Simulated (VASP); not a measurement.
# Pb (P-1) in VASP: a series of runs

The runs below take Pb through single point, with PBEsol.

Program: VASP 6.6.1. These are calculated values, not measurements. Logs are shortened: lines on timing, memory, paths and dates and some standing lists are left out, and cuts for length are marked.

### Step 1. The cell of the first run

The typed cell holds 2 atoms: a = 3.480 Å, b = 3.450 Å, c = 5.591 Å, α = 89.57°, β = 88.85°, γ = 119.13°.

### Step 2. Single point, PBEsol (equal xy, yz and zx shear strains of +2 %)

INCAR

```
ALGO = Normal ; EDIFF = 1E-6
ENCUT = 520 ; GGA = PS
ISIF = 2 ; ISMEAR = -1
LASPH = T ; LCHARG = F
LREAL = F ; LWAVE = F
NBANDS = 21 ; NELM = 100
PREC = Accurate ; SIGMA = 0.08
```

KPOINTS

```
k-points
0
Gamma
  14 14 8
```

POSCAR

```
Pb
1.0
    3.4800006906      0.0348000069      0.0348000069
   -1.7098626553      2.9963689998      0.0127376866
    0.0559000000      0.0559000000      5.5900000000
Pb
2
Direct
    0.3333333333      0.6666666667      0.2500000000
    0.6666666667      0.3333333333      0.7500000000
```

Potentials or basis: VASP PAW PBE potentials, release 64 (Pb_d).

Command:

```console
> cat potpaw_PBE.64/Pb_d/POTCAR > POTCAR
> mpirun -np 1 vasp_std > vasp.out
```

OUTCAR:

```text
EDIFF = 1E-6
   ENCUT = 520
   GGA = PS
   ISIF = 2
   ISMEAR = -1
   LASPH = T
   LREAL = F
   NELM = 100
   PREC = Accurate

 ion  position               nearest neighbor table
   1  0.333  0.667  0.250-   2 3.41   2 3.41   2 3.42   2 3.44   2 3.48   2 3.50
   2  0.667  0.333  0.750-   1 3.41   1 3.41   1 3.42   1 3.44   1 3.48   1 3.50

  LATTYP: Found a triclinic cell.
 ALAT       =     3.5105033889
 B/A-ratio  =     2.3183836413
 C/A-ratio  =     0.9914101448
 COS(alpha) =     0.0010804725
 COS(beta)  =     0.5129592076
 COS(gamma) =     0.6246184576

  Lattice vectors:

 A1 = (  -1.7701380353,  -3.0311690067,  -0.0475376935)
 A2 = (  -0.0043753800,  -5.9716380065,   5.5297246199)
 A3 = (  -3.4800006906,  -0.0348000069,  -0.0348000069)

Analysis of symmetry for initial positions (statically):
=====================================================================
 Subroutine PRICEL returns:
 Original cell was already a primitive cell.

 Routine SETGRP: Setting up the symmetry group for a
 triclinic supercell.

 Subroutine GETGRP returns: Found  2 space group operations
 (whereof  2 operations were pure point group operations)
 out of a pool of  2 trial point group operations.

The static configuration has the point symmetry S_2 .

Analysis of symmetry for dynamics (positions and initial velocities):
=====================================================================
 Subroutine PRICEL returns:
 Original cell was already a primitive cell.

 Routine SETGRP: Setting up the symmetry group for a
 triclinic supercell.

 Subroutine GETGRP returns: Found  2 space group operations
 (whereof  2 operations were pure point group operations)
 out of a pool of  2 trial point group operations.

The dynamic configuration has the point symmetry S_2 .

 Subroutine INISYM returns: Found  2 space group operations
 (whereof  2 operations are pure point group operations),
 and found     1 'primitive' translations

----------------------------------------------------------------------------------------

                                     Primitive cell

  volume of cell :      58.6100

  direct lattice vectors                    reciprocal lattice vectors
     3.480000691  0.034800007  0.034800007     0.285770227  0.163092401 -0.004488626
    -1.709862655  2.996369000  0.012737687    -0.003285902  0.331876152 -0.003285902
     0.055900000  0.055900000  5.590000000    -0.001771548 -0.001771548  0.178926308

  length of vectors
     3.480348673  3.449930395  5.590558972     0.329065194  0.331908684  0.178943847

  position of ions in fractional coordinates (direct lattice)
     0.333333333  0.666666667  0.250000000
     0.666666667  0.333333333  0.750000000

  ion indices of the primitive-cell ions
   primitive index   ion index
                 1           1
                 2           2

----------------------------------------------------------------------------------------

 KPOINTS: k-points

Automatic generation of k-mesh.
 Grid dimensions read from file:
 generate k-points for:   14   14    8

 Generating k-lattice:

  Cartesian coordinates                     Fractional coordinates (reciprocal lattice)
     0.020412159  0.011649457 -0.000320616     0.071428571 -0.000000000  0.000000000
    -0.000234707  0.023705439 -0.000234707     0.000000000  0.071428571  0.000000000
    -0.000221443 -0.000221443  0.022365788     0.000000000  0.000000000  0.125000000

  Length of vectors
     0.023504657  0.023707763  0.022367981

  Shift w.r.t. Gamma in fractional coordinates (k-lattice)
     0.000000000  0.000000000  0.000000000

 Subroutine IBZKPT returns following result:
 ===========================================

 Found    788 irreducible k-points:

 Following reciprocal coordinates:
            Coordinates               Weight
  0.000000  0.000000  0.000000      1.000000
  0.071429 -0.000000 -0.000000      2.000000
  0.142857  0.000000  0.000000      2.000000
  0.214286  0.000000  0.000000      2.000000
  0.285714 -0.000000  0.000000      2.000000
  0.357143 -0.000000  0.000000      2.000000
[... 16 lines left out ...]
 -0.000000  0.142857  0.000000      2.000000
  0.071429  0.142857  0.000000      2.000000
 [... further k-points ...]
   k-points           NKPTS =    788   k-points in BZ     NKDIM =    788   number of bands    NBANDS=     21
   number of dos      NEDOS =    301   number of ions     NIONS =      2
   total plane-waves  NPLWV =  32928
   dimension x,y,z NGX =    28 NGY =   28 NGZ =   42
   dimension x,y,z NGXF=    56 NGYF=   56 NGZF=   84
   ions per type =               2
   NGX,Y,Z   is equivalent  to a cutoff of  13.37, 13.49, 12.49 a.u.
   NGXF,Y,Z  is equivalent  to a cutoff of  26.75, 26.99, 24.98 a.u.
 SYSTEM =  unknown system
   PREC   = accura    normal or accurate (medium, high low for compatibility)
   ISTART =      0    job   : 0-new  1-cont  2-samecut
   ICHARG =      2    charge: 1-file 2-atom 10-const
   ISPIN  =      1    spin polarized calculation?
   LNONCOLLINEAR =      F non collinear calculations
   LSORBIT =      F    spin-orbit coupling
   LASPH  =      T    aspherical Exc in radial PAW
   ENCUT  =  520.0 eV  38.22 Ry    6.18 a.u.   6.47  6.41 10.39*2*pi/ulx,y,z
   NELM   =    100;   NELMIN=  2; NELMDL= -5     # of ELM steps
   EDIFF  = 0.1E-05   stopping-criterion for ELM
   LREAL  =      F    real-space projection
   EDIFFG = 0.1E-04   stopping-criterion for IOM
   NSW    =      0    number of steps for IOM
   IBRION =     -1    ionic relax: 0-MD 1-quasi-New 2-CG
   NFREE  =      0    steps in history (QN), initial steepest desc. (CG)
   ISIF   =      2    stress and relaxation
   ISYM   =      2    0-nonsym 1-usesym 2-fastsym
   POTIM  = 0.5000    time-step for ionic-motion
   TEBEG  =    0.0;   TEEND  =   0.0 temperature during run
   PSTRESS=    0.0 pullay stress
   NELECT =      28.0000    total number of electrons
   NUPDOWN=      -1.0000    fix difference up-down
   EMIN   =  10.00;   EMAX   =-10.00  energy-range for DOS
   EFERMI =   0.00;   METHOD = LEGACY
   ISMEAR =    -1;   SIGMA  =   0.08  broadening in eV -4-tet -1-fermi 0-gaus
   EFERMI_NEDOS =   21; number of points for ismear=-14 and -15
   IALGO  =     38    algorithm
   IMIX   =      4    mixing-type and parameters
     AMIX     =   0.40;   BMIX     =  1.00
     AMIX_MAG =   1.60;   BMIX_MAG =  1.00
  volume/ion in A,a.u.               =      29.30       197.76
  Fermi-wavevector in a.u.,A,eV,Ry     =   1.279785  2.418443 22.284291  1.637849
  Thomas-Fermi vector in A             =   2.412250
   LORBIT       =      0    0 simple, 1 ext, 2 COOP (PROOUT), +10 PAW based schemes
   GGA     = PS    functional components
   LHFCALC =     F    Hartree Fock is set to
   AEXX    =    0.0000 exact exchange contribution
   IVDW    =     0    specifies the selected vdW correction
   LEPSILON=     F    determine dielectric tensor
   LRPA    =     F    only Hartree local field effects (RPA)
 non-spin polarized calculation
  energy-cutoff  :      520.00
  volume of cell :       58.61
 maximum number of plane-waves:      1600
 NGX is ok and might be reduce to    28
   NGX = 13   NGY = 13   NGZ = 21

 number of electron      28.0000005 magnetization

 Free energy of the ion-electron system (eV)
  ---------------------------------------------------
  ext. energy  EPLUGINS =         0.00000000
  ---------------------------------------------------
  free energy    TOTEN  =        -7.97414210 eV

  energy without entropy =       -7.94999478  energy(sigma->0) =       -7.96206844

 E-fermi :   7.4455     XC(G=0): -10.5076

 val. band max:        7.4439253285   @ k =  -0.0714   0.2857   0.1250
 cond. band min:       7.4478103238   @ k =   0.2857   0.2857   0.0000
 fundamental gap:      0.0038849953
 Fermi energy:         7.4454748133

 k-point     1 :       0.0000    0.0000    0.0000
  band No.  band energies     occupation
      1      -9.5713      2.00000
      2      -9.5245      2.00000
      3      -9.5223      2.00000
      4      -9.4961      2.00000
      5      -9.4900      2.00000
      6      -9.4665      2.00000
[... 13 lines left out ...]
     20      16.5290      0.00000
     21      18.8994      0.00000

 k-point     2 :       0.0714   -0.0000   -0.0000
  band No.  band energies     occupation
      1      -9.5715      2.00000
      2      -9.5356      2.00000
      3      -9.5046      2.00000
      4      -9.4897      2.00000
      5      -9.4785      2.00000
      6      -9.4558      2.00000
[... 13 lines left out ...]
     20      17.0456      0.00000
     21      18.4830      0.00000

 k-point     3 :       0.1429    0.0000    0.0000
  band No.  band energies     occupation
      1      -9.5889      2.00000
      2      -9.5248      2.00000
      3      -9.4973      2.00000
      4      -9.4688      2.00000
      5      -9.4557      2.00000
      6      -9.4485      2.00000
[... 13 lines left out ...]
     20      17.7926      0.00000
     21      18.0750      0.00000

 k-point     4 :       0.2143    0.0000    0.0000
  band No.  band energies     occupation
      1      -9.6188      2.00000
      2      -9.5159      2.00000
      3      -9.4944      2.00000
      4      -9.4791      2.00000
      5      -9.4706      2.00000
      6      -9.4008      2.00000
[... 13 lines left out ...]
     20      17.2524      0.00000
     21      18.3875      0.00000

 k-point     5 :       0.2857   -0.0000    0.0000
  band No.  band energies     occupation
      1      -9.6504      2.00000
      2      -9.5256      2.00000
      3      -9.5224      2.00000
      4      -9.4929      2.00000
      5      -9.4454      2.00000
      6      -9.3478      2.00000
[... 13 lines left out ...]
     20      16.7309      0.00000
     21      18.3655      0.00000

 k-point     6 :       0.3571   -0.0000    0.0000
  band No.  band energies     occupation
      1      -9.6776      2.00000
      2      -9.5564      2.00000
      3      -9.5340      2.00000
      4      -9.5087      2.00000
      5      -9.4162      2.00000
      6      -9.3660      2.00000
[... 13 lines left out ...]
     20      16.3149      0.00000
     21      18.2004      0.00000

 k-point     7 :       0.4286    0.0000    0.0000
  band No.  band energies     occupation
      1      -9.6960      2.00000
      2      -9.5795      2.00000
      3      -9.5425      2.00000
      4      -9.5194      2.00000
      5      -9.3987      2.00000
      6      -9.3788      2.00000
[... 13 lines left out ...]
     20      16.0554      0.00000
     21      18.0913      0.00000
[... 291 lines left out ...]
      1      -9.5897      2.00000
      2      -9.5288      2.00000
      3      -9.4866      2.00000
      4      -9.4779      2.00000
      5      -9.4691      2.00000
      6      -9.4285      2.00000
[... 13 lines left out ...]
     20      17.2238      0.00000
     21      17.7151      0.00000

 k-point    21 :      -0.1429    0.0714   -0.0000
  band No.  band energies     occupation
      1      -9.5659      2.00000
      2      -9.5402      2.00000
      3      -9.4877      2.00000
      4      -9.4740      2.00000
      5      -9.4601      2.00000
      6      -9.4536      2.00000
[... 13 lines left out ...]
     20      17.1879      0.00000
     21      18.1631      0.00000

 k-point    22 :      -0.0714    0.0714    0.0000
  band No.  band energies     occupation
      1      -9.5642      2.00000
      2      -9.5290      2.00000
      3      -9.5078      2.00000
      4      -9.4863      2.00000
      5      -9.4815      2.00000
      6      -9.4645      2.00000
[... 13 lines left out ...]
     20      16.9004      0.00000
     21      18.5698      0.00000

 k-point    23 :      -0.0000    0.1429    0.0000
  band No.  band energies     occupation
      1      -9.5766      2.00000
      2      -9.5268      2.00000
      3      -9.4868      2.00000
      4      -9.4669      2.00000
      5      -9.4585      2.00000
      6      -9.4570      2.00000
[... 13 lines left out ...]
     20      17.8472      0.00000
     21      17.9823      0.00000

 k-point    24 :       0.0714    0.1429    0.0000
  band No.  band energies     occupation
      1      -9.5785      2.00000
      2      -9.5424      2.00000
      3      -9.4814      2.00000
      4      -9.4771      2.00000
      5      -9.4632      2.00000
      6      -9.4446      2.00000
[... 13 lines left out ...]
     20      17.1124      0.00000
     21      17.9407      0.00000

 [... further k-points ...]

------------------------ aborting loop because EDIFF is reached ----------------------------------------

  FORCE on cell =-STRESS in cart. coord.  units (eV):
  Direction    XX          YY          ZZ          XY          YZ          ZX
  --------------------------------------------------------------------------------------
  -------------------------------------------------------------------------------------
  Total        0.1271433      0.1360145      0.8011142     -0.0702179     -0.0848933     -0.0867488
  in kB        3.4756199      3.7181267     21.8994569     -1.9194930     -2.3206632     -2.3713865
  external PRESSURE =       9.6977345 kB  Pullay stress =       0.0000000 kB

 VOLUME and BASIS-vectors are now :
 -----------------------------------------------------------------------------
  energy-cutoff  :      520.00
  volume of cell :       58.61
      direct lattice vectors                 reciprocal lattice vectors
     3.480000691  0.034800007  0.034800007     0.285770227  0.163092401 -0.004488626
    -1.709862655  2.996369000  0.012737687    -0.003285902  0.331876152 -0.003285902
     0.055900000  0.055900000  5.590000000    -0.001771548 -0.001771548  0.178926308

 POSITION                                       TOTAL-FORCE (eV/Angst)
 -----------------------------------------------------------------------------------
      0.03407      2.02315      1.41759        -0.005129     -0.000385      0.004431
      1.79197      1.06391      4.21995         0.005129      0.000385     -0.004431
 -----------------------------------------------------------------------------------
    total drift:                                0.000000     -0.000000     -0.000000

  FREE ENERGIE OF THE ION-ELECTRON SYSTEM (eV)
  ---------------------------------------------------
  free  energy   TOTEN  =        -7.9741420987 eV

  energy  without entropy=       -7.9499947754  energy(sigma->0) =       -7.96206844
```

Run time: 4.7 min. Hardware: 1 thread of Intel Xeon Platinum 8559C (Emerald Rapids), shared host; peak memory 0.77 GiB.

Results:

| Property | Result |
| --- | --- |
| Free energy | -7.9741 eV |
| Pressure | 1.0 GPa |
| Largest force | 0.007 eV/Å |
| Band gap on the k mesh | zero (bands 14 and 15 overlap by 7.36 eV) |

Forces in eV/Å, atoms in the order of the input:
```
Pb  -0.005  0.000  0.004
Pb   0.005  0.000 -0.004
```

Caveat: the cell differs from its parent crystal (equal xy, yz and zx shear strains of +2 %); the PAW data sets were made with another functional, which shifts forces and pressure a little; spin-orbit coupling is left out, which moves the levels of the heavy elements.

### Step 3. Single point, PBEsol (equal xy, yz and zx shear strains of +1 %)

INCAR

```
SYSTEM = Pb
PREC = Accurate
ENCUT = 520
EDIFF = 1E-6
ISMEAR = -1
SIGMA = 0.08
LREAL = .FALSE.
LASPH = .TRUE.
NELM = 60
ALGO = Normal
ISIF = 2
LWAVE = .FALSE.
LCHARG = .TRUE.
GGA = PS
LELF = .TRUE.
LVHAR = .TRUE.
NBANDS = 21
```

KPOINTS

```
Automatic mesh
0
G
  14 14 8
  0 0 0
```

POSCAR

```
Pb
1.0
    3.4800006906      0.0174000034      0.0174000034
   -1.7249315003      3.0050690015      0.0063688433
    0.0279500000      0.0279500000      5.5900000000
Pb
2
Direct
    0.3333333333      0.6666666667      0.2500000000
    0.6666666667      0.3333333333      0.7500000000
```

Potentials or basis: VASP PAW PBE potentials, release 64 (Pb_d).

Command:

```console
> cat potpaw_PBE.64/Pb_d/POTCAR > POTCAR
> mpirun -np 1 vasp_std > vasp.out
```

OUTCAR:

```text
SYSTEM = Pb
   PREC = Accurate
   ENCUT = 520
   EDIFF = 1E-6
   ISMEAR = -1
   LREAL = .FALSE.
   LASPH = .TRUE.
   NELM = 60
   ISIF = 2
   GGA = PS

 ion  position               nearest neighbor table
   1  0.333  0.667  0.250-   2 3.43   2 3.43   2 3.43   2 3.44   2 3.46   2 3.47
   2  0.667  0.333  0.750-   1 3.43   1 3.43   1 3.43   1 3.44   1 3.46   1 3.47

  LATTYP: Found a triclinic cell.
 ALAT       =     3.4951611846
 B/A-ratio  =     0.9913558883
 C/A-ratio  =     1.5993939773
 COS(alpha) =     0.0036852528
 COS(beta)  =     0.0136346634
 COS(gamma) =     0.5000188430

  Lattice vectors:

 A1 = (   1.7550691903,   3.0224690049,   0.0237688467)
 A2 = (  -1.7249315003,   3.0050690015,   0.0063688433)
 A3 = (   0.0279500000,   0.0279500000,   5.5900000000)

Analysis of symmetry for initial positions (statically):
=====================================================================
 Subroutine PRICEL returns:
 Original cell was already a primitive cell.

 Routine SETGRP: Setting up the symmetry group for a
 triclinic supercell.

 Subroutine GETGRP returns: Found  2 space group operations
 (whereof  2 operations were pure point group operations)
 out of a pool of  2 trial point group operations.
[... 160 lines left out ...]

  energy without entropy =       -7.95148922  energy(sigma->0) =       -7.96374765

 E-fermi :   7.4415     XC(G=0): -10.5068

 val. band max:        7.4363165169   @ k =   0.2143   0.5000   0.1250
 cond. band min:       7.4420765935   @ k =   0.4286   0.2143   0.0000
 fundamental gap:      0.0057600766
 Fermi energy:         7.4414588033

 k-point     1 :       0.0000    0.0000    0.0000
  band No.  band energies     occupation
      1      -9.5724      2.00000
      2      -9.5231      2.00000
      3      -9.5172      2.00000
      4      -9.5009      2.00000
      5      -9.4913      2.00000
      6      -9.4765      2.00000
[... 565 lines left out ...]
     20      17.1252      0.00000
     21      17.8291      0.00000

 [... further k-points ...]

------------------------ aborting loop because EDIFF is reached ----------------------------------------

  FORCE on cell =-STRESS in cart. coord.  units (eV):
  Direction    XX          YY          ZZ          XY          YZ          ZX
  --------------------------------------------------------------------------------------
  -------------------------------------------------------------------------------------
  Total        0.1163245      0.1174811      0.7869496     -0.0333793     -0.0433569     -0.0432405
  in kB        3.1791665      3.2107756     21.5074477     -0.9122603     -1.1849512     -1.1817690
  external PRESSURE =       9.2991299 kB  Pullay stress =       0.0000000 kB

 VOLUME and BASIS-vectors are now :
 -----------------------------------------------------------------------------
  energy-cutoff  :      520.00
  volume of cell :       58.62
      direct lattice vectors                 reciprocal lattice vectors
     3.480000691  0.017400003  0.017400003     0.286545122  0.164483767 -0.002255144
    -1.724931500  3.005069001  0.006368843    -0.001650880  0.331826942 -0.001650880
     0.027950000  0.027950000  5.590000000    -0.000890049 -0.000890049  0.178899777

 POSITION                                       TOTAL-FORCE (eV/Angst)
 -----------------------------------------------------------------------------------
      0.01703      2.01617      1.40755        -0.002604     -0.000191      0.001188
      1.76599      1.03425      4.20622         0.002604      0.000191     -0.001188
 -----------------------------------------------------------------------------------
    total drift:                                0.000000     -0.000000     -0.000000

  FREE ENERGIE OF THE ION-ELECTRON SYSTEM (eV)
  ---------------------------------------------------
  free  energy   TOTEN  =        -7.9760060763 eV

  energy  without entropy=       -7.9514892185  energy(sigma->0) =       -7.96374765
```

Run time: 6.7 min. Hardware: 1 thread of Oxide Virtual Turin-like, shared host; peak memory 0.74 GiB.

What came out:

```yaml
Free_energy: -7.9760 eV
Pressure: 0.9 GPa
Band_gap_on_the_k_mesh: zero (bands 14 and 15 overlap by 7.40 eV)
```

Forces in eV/Å, atoms in the order of the input:
```
Pb  -0.003  0.000  0.001
Pb   0.003  0.000 -0.001
```

Stress tensor (GPa, compression positive):
```
 0.32 -0.09 -0.12
-0.09  0.32 -0.12
-0.12 -0.12  2.15
```

Caveat: the cell differs from its parent crystal (equal xy, yz and zx shear strains of +1 %); the PAW data sets were made with another functional, which shifts forces and pressure a little; spin-orbit coupling is left out, which moves the levels of the heavy elements.
